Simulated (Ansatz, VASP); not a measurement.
## HfO2: VASP beside Ansatz

Contents of INCAR:

```
PREC = Accurate ; ENCUT = 600
EDIFF = 1E-6 ; ISMEAR = 0
SIGMA = 0.01 ; LREAL = F
LASPH = T ; NELM = 120
ALGO = Normal ; ISIF = 2
LWAVE = F ; LCHARG = F
GGA = PE ; NBANDS = 18
GGA_COMPAT = F
```

The input KPOINTS:

```
regular mesh
0
Gamma
  5 5 5
```

POSCAR

```
HfO2
1.0
    0.0000000000      2.5291823194      2.5291823194
    2.5291823194      0.0000000000      2.5291823194
    2.5291823194      2.5291823194      0.0000000000
Hf O
1 2
Direct
    0.0000000000      0.0000000000      0.0000000000
    0.2500000000      0.2500000000      0.2500000000
    0.7500000000      0.7500000000      0.7500000000
```

Input for Ansatz:

```yaml
crystal:
  lattice:
    - [0.0, 2.5291823194, 2.5291823194]
    - [2.5291823194, 0.0, 2.5291823194]
    - [2.5291823194, 2.5291823194, 0.0]
  atoms:
    - { symbol: Hf, position: [0.0, 0.0, 0.0] }
    - { symbol: O, position: [0.25, 0.25, 0.25] }
    - { symbol: O, position: [0.75, 0.75, 0.75] }
kpoints:
  mp_grid: { grid: [5, 5, 5] }
hamiltonian:
  xc: pbe
scf:
  occupations: { method: fixed }
  n_extra_bands: 4
output:
  forces: true
  stress: true
  eigenvalues: true
```

Alike in both runs: task single point; functional PBE; k mesh 5 × 5 × 5; no spin polarisation.

|  | VASP | Ansatz |
| --- | --- | --- |
| version | VASP 6.6.1 | Ansatz 0.2.0 |
| potentials or method | VASP PAW PBE potentials, release 64 (Hf_pv, O) | plane waves |
| plane-wave cutoff (eV) | 600 | 420 |
| occupations | gaussian, width 0.01 eV | fixed |
| valence electrons in the cell | 22 | 38 |

Ansatz gave:

| Quantity | Value |
| --- | --- |
| gap on the k mesh at the Fermi level (eV) | 4.10 |
| pressure (GPa) | 6.0 |

Task: Which values does VASP return?

Result: gap on the k mesh at the Fermi level (eV): 4.10; pressure (GPa): 1.9.

One of these differences is far larger than is usual between the two programs; its cause wasn't traced. VASP's potentials hold 22 valence electrons a cell and Ansatz's 38, so a difference there can come from the potentials and not from the codes.

The k mesh is coarse, so the values compare programs but aren't converged. Neither program's run includes spin-orbit coupling.
